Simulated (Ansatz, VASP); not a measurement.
## Fe: VASP beside Ansatz

```
Fe
1.0
     2.57272    0.00000    0.00000
    -1.28636    2.22804    0.00000
     0.00000    0.00000    4.43913
Fe
2
Direct
  0.33333 0.66667 0.25000
  0.66667 0.33333 0.75000
```

Alike in both runs: task single point; functional r2SCAN; k mesh 16 × 16 × 8; occupations fermi-dirac, width 0.05 eV; collinear spin.

|  | VASP | Ansatz |
| --- | --- | --- |
| version | VASP 6.6.1 | Ansatz 0.2.0 |
| potentials or method | VASP PAW PBE potentials, release 64 (Fe), cutoff 520 eV | plane waves (500 eV) with PAW, scalar-relativistic |
| valence electrons in the cell | 16 | 32 |

|  | VASP | Ansatz | Ansatz less VASP |
| --- | --- | --- | --- |
| pressure (GPa) | -6.1 | -5.8 | +0.27 |
| traceless stress, the component that is largest in VASP (GPa) | 0.62 | 0.44 | -0.180 |
| net moment per atom (μB) | 2.84 | 2.84 | +0.002 |
| size of the moment on the site where the two differ most (μB) | 2.89 | 2.95 | +0.059 |

VASP's potentials were made for PBE, not for r2SCAN. Site moments also hang on the region over which each program counts them. The functional is the same, so the differences come from potentials, cutoffs and numerics. VASP's potentials hold 16 valence electrons a cell and Ansatz's 32, so a difference there can come from the potentials and not from the codes. Ansatz's warnings: stability check not made.
